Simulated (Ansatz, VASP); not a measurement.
## Two plane-wave programs on GdAl2As3

```
CELL_PARAMETERS angstrom
3.44733 0.00000 0.00000
0.00000 3.44733 0.00000
0.00000 0.00000 10.30650
ATOMIC_POSITIONS crystal
Gd 0.00000 0.00000 0.00000
Al 0.00000 0.00000 0.33426
Al 0.00000 0.00000 0.66574
As 0.50000 0.50000 0.18374
As 0.50000 0.50000 0.50000
As 0.50000 0.50000 0.81625
```

Change from the starting cell: species swapped into the Al3Ni2Pt type (P4/mmm, No. 123).

Alike in both runs: task single point; functional PBE; k mesh 6 × 6 × 2; occupations gaussian, width 0.1 eV; collinear spin.

|  | VASP | Ansatz |
| --- | --- | --- |
| version | VASP 6.6.1 | Ansatz 0.2.0 |
| potentials or method | VASP PAW PBE potentials, release 64 (Gd, Al, As), cutoff 520 eV | scalar-relativistic, plane waves, PAW |
| valence electrons in the cell | 39 | 69 |

```tsv
	VASP	Ansatz	Ansatz less VASP
gap on the k mesh at the Fermi level (eV)	none	none	-
pressure (GPa)	-1.5	-1.6	-0.07
traceless stress, the component that is largest in VASP (GPa)	-2.57	-2.61	-0.039
rms of the force components (eV/Å)	0.029	0.027	-0.0015
net moment per atom (μB)	1.17	1.17	-0.001
size of the moment on the site where the two differ most (μB)	6.85	7.04	+0.194
```

Site moments also hang on the region over which each program counts them. Atom by atom the forces differ by 0.002 eV/Å (rms over components). A gap of «none» marks a metal or a gap that the smearing closes. The functional is the same, so the differences come from potentials, cutoffs and numerics. VASP's potentials hold 39 valence electrons a cell and Ansatz's 69, so a difference there can come from the potentials and not from the codes.

Neither program's run includes spin-orbit coupling.
